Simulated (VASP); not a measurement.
A run of VASP 6.6.1 is set up as follows.

Contents of INCAR:

```
SYSTEM = C
PREC     = Accurate       ! precision mode
ENCUT    = 520            ! plane-wave cutoff, eV
EDIFF    = 1E-7           ! SCF threshold, eV
ISMEAR   = 0              ! smearing method
SIGMA    = 0.1            ! smearing width, eV
LREAL    = .FALSE.        ! projectors in reciprocal space
LASPH    = .TRUE.         ! aspherical terms in the spheres
NELM     = 80             ! most SCF steps
ALGO     = Normal         ! electronic algorithm
ISIF     = 2              ! what is computed and relaxed
LWAVE    = .FALSE.        ! write WAVECAR
LCHARG   = .FALSE.        ! write CHGCAR
NBANDS   = 26             ! bands
```

KPOINTS

```
Automatic mesh
0
G
  14 8 6
  0 0 0
```

File POSCAR:

```
C
1.0
    2.4455496832      0.0000000000      0.0000000000
    0.0000000000      4.2334728944      0.0000000000
    0.0000000000      0.0000000000      6.9373806584
C
8
Direct
    0.5000000000      0.6666779980      0.5000000000
    0.0000000000      0.8333220020      0.5000000000
    0.5000000000      0.1666779980      0.0000000000
    0.0000000000      0.3333220020      0.0000000000
    0.0000000000      0.6666779980      0.0000000000
    0.5000000000      0.8333220020      0.0000000000
    0.0000000000      0.1666779980      0.5000000000
    0.5000000000      0.3333220020      0.5000000000
```

Potentials or basis: VASP PAW LDA potentials, release 64 (C).

Command:

```bash
$ cat potpaw_LDA.64/C/POTCAR > POTCAR
$ mpirun -np 1 vasp_std > vasp.out
```

Predict the pressure.

0.6 GPa.

Estimate the largest force.

0.004 eV/Å.

Predict the band gap on the k mesh.

zero (bands 16 and 17 overlap by 0.09 eV).

Forces in eV/Å, atoms in the order of the input:
```
C    0.000 -0.004  0.000
C    0.000  0.004  0.000
C    0.000 -0.004  0.000
C    0.000  0.004  0.000
C    0.000 -0.004  0.000
C    0.000  0.004  0.000
C    0.000 -0.004  0.000
C    0.000  0.004  0.000
```

Caveat: the cell differs from its parent crystal (strain along c alone, the other axes held: +3.0 %, then relaxed in part).
